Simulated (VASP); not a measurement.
Write the native input for VASP 6.6.1 that does the following.

```
Task                   : single point
Functional             : r2SCAN
Potentials or basis    : VASP PAW PBE potentials, release 64 (Cd, Se)
Cutoff                 : 520 eV
k mesh                 : 6 × 6 × 4
Occupations            : gaussian, width 0.05 eV
Spin                   : no spin polarisation
Dipole correction      : no
Further INCAR settings : ALGO = Normal; EDIFF = 1e-07; NBANDS = 26
```

Crystal: CdSe.

```
Cd Se
1.0
     4.40596    0.00000    0.00000
    -2.20298    3.81568    0.00000
     0.00000    0.00000    6.66444
Cd Se
2 2
Direct
  0.66667 0.33333 0.00000
  0.33333 0.66667 0.50000
  0.66667 0.33333 0.37500
  0.33333 0.66667 0.87500
```

This cell differs from its parent crystal: strain +0.025 along x and y, -0.050 along z.

One way to write it, as run:

POSCAR

```
CdSe
1.0
    4.4059624121      0.0000000000      0.0000000000
   -2.2029812060      3.8156753770      0.0000000000
    0.0000000000      0.0000000000      6.6644400000
Cd Se
2 2
Direct
    0.6666666667      0.3333333333      0.0000000000
    0.3333333333      0.6666666667      0.5000000000
    0.6666666667      0.3333333333      0.3750000000
    0.3333333333      0.6666666667      0.8750000000
```

INCAR.step1

```
PREC = Accurate
ENCUT = 520
ISMEAR = 0
SIGMA = 0.05
LREAL = False
LASPH = True
NELM = 100
NBANDS = 26
GGA = PE
ALGO = Normal
EDIFF = 1E-4
LWAVE = True
LCHARG = False
```

INCAR.step2

```
PREC = Accurate
ENCUT = 520
EDIFF = 1E-7
ISMEAR = 0
SIGMA = 0.05
LREAL = False
LASPH = True
NELM = 100
ALGO = Normal
ISIF = 2
LWAVE = False
LCHARG = True
METAGGA = R2SCAN
LMIXTAU = True
LELF = True
LVHAR = True
NBANDS = 26
ISTART = 1
```

KPOINTS

```
Automatic mesh
0
Gamma
  6 6 4
```

Potentials or basis: VASP PAW PBE potentials, release 64 (Cd, Se).

Run with:

```console
$ cat potpaw_PBE.64/Cd/POTCAR potpaw_PBE.64/Se/POTCAR > POTCAR
$ cp INCAR.step1 INCAR
$ mpirun -np 1 vasp_std > vasp.out
$ cp INCAR.step2 INCAR
$ mpirun -np 1 vasp_std > vasp.out
```

It gave:

```yaml
Pressure: 2.6 GPa
Largest_force: 0.848 eV/Å
Band_gap_on_the_k_mesh: 1.16 eV, direct
```

Caveat: the cell differs from its parent crystal (strain +0.025 along x and y, -0.050 along z); the PAW data sets were made with another functional, which shifts forces and pressure a little.

Run time: 5 min on 1 thread of Intel(R) Xeon(R) Platinum 8259CL CPU @ 2.50GHz (Skylake/Cascade Lake), on a shared host, peak memory 0.27 GiB.
